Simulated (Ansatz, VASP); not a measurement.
# NaCl: VASP beside Ansatz

Contents of INCAR:

```
ALGO     = Normal         # electronic algorithm
EDIFF    = 1E-6           # SCF threshold, eV
ENCUT    = 520            # plane-wave cutoff, eV
GGA      = PE             # functional
ISIF     = 2              # what is computed and relaxed
ISMEAR   = -1             # smearing method
LASPH    = T              # aspherical terms in the spheres
LCHARG   = F              # write CHGCAR
LREAL    = F              # projectors in reciprocal space
LWAVE    = F              # write WAVECAR
NBANDS   = 14             # bands
NELM     = 100            # most SCF steps
PREC     = Accurate       # precision mode
SIGMA    = 0.02           # smearing width, eV
```

KPOINTS

```
k-points
0
Gamma
  8 8 8
```

The input POSCAR:

```
NaCl
1.0
    3.4595457890      0.0631367106      0.0000000000
    0.0631367106      3.4595457890      0.0000000000
    0.0000000000      0.0000000000      3.4595457890
Na Cl
1 1
Direct
    0.0000000000      0.0000000000      0.0000000000
    0.5000000000      0.5000000000      0.5000000000
```

Input for Ansatz:

```yaml
crystal:
  lattice:
    - [3.459545789, 0.0631367106, 0.0]
    - [0.0631367106, 3.459545789, 0.0]
    - [0.0, 0.0, 3.459545789]
  atoms:
    - { symbol: Na, position: [0.0, 0.0, 0.0] }
    - { symbol: Cl, position: [0.5, 0.5, 0.5] }
kpoints:
  mp_grid: { grid: [8, 8, 8] }
  band_path:
    path: [[0.0, 0.0, 0.0], [0.0, 0.5, 0.0], [0.5, 0.5, 0.0], [0.5, 0.5, 0.5]]
    npoints: 1
hamiltonian:
  xc: pbe
scf:
  occupations: { method: fermi_dirac, width: 0.02 }
  n_extra_bands: 4
output:
  forces: true
  stress: true
  eigenvalues: true
```

Change from the starting cell: shear_xy strain +3.6%.

Alike in both runs: task single point; functional PBE; k mesh 8 × 8 × 8; occupations fermi-dirac, width 0.02 eV; no spin polarisation.

```csv
,VASP,Ansatz
version,VASP 6.6.1,Ansatz 0.2.0
potentials or method,"VASP PAW PBE potentials, release 64 (Na_pv, Cl)","plane waves, PAW"
plane-wave cutoff (eV),520,420
valence electrons in the cell,14,16
```

Ansatz gave:

| Property | Result |
| --- | --- |
| gap on the k mesh at the Fermi level (eV) | 4.11 |
| pressure (GPa) | 1.2 |

Q: Which values does VASP return?

A: gap on the k mesh at the Fermi level (eV): 4.11; pressure (GPa): 1.1.

The functional is the same, so the differences come from potentials, cutoffs and numerics. VASP's potentials hold 14 valence electrons a cell and Ansatz's 16, so a difference there can come from the potentials and not from the codes.
